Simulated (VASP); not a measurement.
Wanted: the native input for a VASP 6.6.1 run.

- Task: single point
- Functional: PBE
- Potentials or basis: VASP PAW PBE potentials, release 64 (C)
- Cutoff: 520 eV
- k mesh: 8 × 8 × 6
- Occupations: gaussian, width 0.1 eV
- Spin: collinear spin
- Starting moments: [1.0, 1.0, 1.0] μB
- Dipole correction: no
- Further INCAR settings: ALGO = Normal; EDIFF = 1e-06; NBANDS = 17

The structure of C lies in POSCAR:

```
C
1.0
    1.3722068400     -2.1750457500      0.0000000000
    1.3722068400      2.1750457500      0.0000000000
    0.0000000000      0.0000000000      2.7145405200
C
3
Direct
    0.0000000000      0.5000000000      0.0000000000
    0.5000000000      0.0000000000      0.0000000000
    0.5000000000      0.5000000000      0.5000000000
```

The cell was built from a structure type or drawn by symmetry, and may not be a known phase.

The input as run:

INCAR

```
  PREC = Accurate
  ENCUT = 520
  EDIFF = 1E-6
  ISMEAR = 0
  SIGMA = 0.1
  LREAL = F
  LASPH = T
  NELM = 150
  ALGO = Normal
  ISIF = 2
  LWAVE = F
  LCHARG = T
  ISPIN = 2
  MAGMOM = 1 1 1
  LORBIT = 11
  GGA = PE
  LELF = T
  LVHAR = T
  NBANDS = 17
```

KPOINTS

```
Automatic mesh
0
Gamma
  8 8 6
```

Potentials or basis: VASP PAW PBE potentials, release 64 (C).

The run is started by

```console
$ cat potpaw_PBE.64/C/POTCAR > POTCAR
$ mpirun -np 1 vasp_std > vasp.out
```

It gave:

The pressure is 63.8 GPa and the band gap on the k mesh is zero (filled and empty bands overlap). The net moment is 0.00 μB per cell and the valence electrons inside the program's atomic spheres are C 2.56, 2.32 (each value once).

Caveat: the k points lie up to 0.39 Å⁻¹ apart, too coarse for converged energies and pressures of a metal.

Run time: 65 s on 1 thread of Intel Xeon 8259CL, on a shared host, peak memory 0.15 GiB.
